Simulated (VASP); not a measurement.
A run of VASP 6.6.1:

Contents of INCAR:

```
SYSTEM = Pb
ALGO = Normal ; EDIFF = 1E-7
ENCUT = 520 ; GGA = PS
ISIF = 2 ; ISMEAR = 0
LASPH = .True. ; LCHARG = .False.
LREAL = .False. ; LWAVE = .False.
NBANDS = 21 ; NELM = 60
PREC = Accurate ; SIGMA = 0.15
```

The input KPOINTS:

```
k-points
0
Gamma
  12 12 12
  0 0 0
```

The input POSCAR:

```
Pb
1.0
    0.0000000000      3.4390000555      3.4390000555
    3.4390000555      0.0000000000      3.4390000555
    3.4390000555      3.4390000555      0.0000000000
Pb
2
Direct
    0.5000000000      0.5000000000      0.5000000000
    0.7500000000      0.7500000000      0.7500000000
```

Potentials or basis: VASP PAW PBE potentials, release 64 (Pb_d).

Command:

```console
$ cat potpaw_PBE.64/Pb_d/POTCAR > POTCAR
$ mpirun -np 1 vasp_std > vasp.out
```

Hardware: 1 thread of AMD EPYC 7R43 64-Core Processor (Zen 3), with other jobs on the host.

Question: Estimate the wall time of this run.

Answer: Wall time 2.3 min on 1 thread of AMD EPYC 7R43 64-Core Processor (Zen 3), on a shared host, peak memory 0.22 GiB. Counts: scf iterations 13, k points 72.
